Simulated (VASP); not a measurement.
Input of a VASP 6.6.1 run:

The input INCAR:

```
ALGO     = Normal         # electronic algorithm
EDIFF    = 1E-7           # SCF threshold, eV
ENCUT    = 520            # plane-wave cutoff, eV
GGA      = PS             # functional
ISIF     = 2              # what is computed and relaxed
ISMEAR   = 0              # smearing method
ISPIN    = 2              # spin polarisation
LASPH    = T              # aspherical terms in the spheres
LCHARG   = F              # write CHGCAR
LMAXMIX  = 4              # l up to which the mixer works
LORBIT   = 11             # projections on sites
LREAL    = F              # projectors in reciprocal space
LWAVE    = F              # write WAVECAR
MAGMOM   = 2.74 0.37      # initial moments
NBANDS   = 18             # bands
NELM     = 150            # most SCF steps
PREC     = Accurate       # precision mode
SIGMA    = 0.15           # smearing width, eV
```

File KPOINTS:

```
k-points
0
Gamma
  22 22 22
```

File POSCAR:

```
CoO
1.0
    0.0000000000      2.1315000000      2.1315000000
    2.1315000000      0.0000000000      2.1315000000
    2.1315000000      2.1315000000      0.0000000000
Co O
1 1
Direct
    0.0000000000      0.0000000000      0.0000000000
    0.5000000000      0.5000000000      0.5000000000
```

Potentials or basis: VASP PAW PBE potentials, release 64 (Co, O).

Run with:

```console
$ cat potpaw_PBE.64/Co/POTCAR potpaw_PBE.64/O/POTCAR > POTCAR
$ mpirun -np 1 vasp_std > vasp.out
```

Task: Predict the pressure.

Result: -11.3 GPa.

Task: What does it give for the net moment?

Result: 2.93 μB per cell.

Caveat: the cell stands under tension; the PAW data sets were made with another functional, which shifts forces and pressure a little; a cell with one magnetic atom can't hold antiferromagnetic order, which such compounds often take.
